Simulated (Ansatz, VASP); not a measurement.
**One calculation of ScAl, two programs**

Contents of INCAR:

```
SYSTEM = ScAl
PREC = Accurate ; ENCUT = 520
EDIFF = 1E-7 ; ISMEAR = 0
SIGMA = 0.02 ; LREAL = .FALSE.
LASPH = .TRUE. ; NELM = 80
ALGO = Normal ; ISIF = 2
LWAVE = .FALSE. ; LCHARG = .FALSE.
GGA = PS ; NBANDS = 14
```

KPOINTS

```
Automatic mesh
0
G
  12 12 12
  0 0 0
```

Contents of POSCAR:

```
ScAl
1.0
    3.3703489700      0.0000000000      0.0000000000
    0.0000000000      3.3703489700      0.0000000000
    0.0000000000      0.0000000000      3.3703489700
Sc Al
1 1
Direct
    0.5000000000      0.5000000000      0.5000000000
    0.0000000000      0.0000000000      0.0000000000
```

Input for Ansatz:

```yaml
crystal:
  lattice:
    - [3.37034897, 0.0, 0.0]
    - [0.0, 3.37034897, 0.0]
    - [0.0, 0.0, 3.37034897]
  atoms:
    - { symbol: Sc, position: [0.5, 0.5, 0.5] }
    - { symbol: Al, position: [0.0, 0.0, 0.0] }
basis:
  ecutwfc: 420
kpoints:
  mp_grid: { grid: [12, 12, 12] }
hamiltonian:
  xc: pbesol
scf:
  occupations: { method: gaussian, width: 0.02 }
output:
  forces: true
  stress: true
  eigenvalues: true
```

Alike in both runs: task single point; functional PBEsol; k mesh 12 × 12 × 12; occupations gaussian, width 0.02 eV; no spin polarisation.

|  | VASP | Ansatz |
| --- | --- | --- |
| version | VASP 6.6.1 | Ansatz 0.2.0 |
| potentials or method | VASP PAW PBE potentials, release 64 (Sc_sv, Al), cutoff 520 eV | scalar-relativistic, plane waves, PAW |
| valence electrons in the cell | 14 | 14 |

|  | VASP | Ansatz | Ansatz less VASP |
| --- | --- | --- | --- |
| gap on the k mesh at the Fermi level (eV) | none | none | - |
| pressure (GPa) | -1.7 | -1.9 | -0.11 |

VASP's potentials were made for PBE, not for PBEsol. A gap of «none» marks a metal or a gap that the smearing closes. With one functional, cell and mesh, what is left measures potentials, basis and numerics.
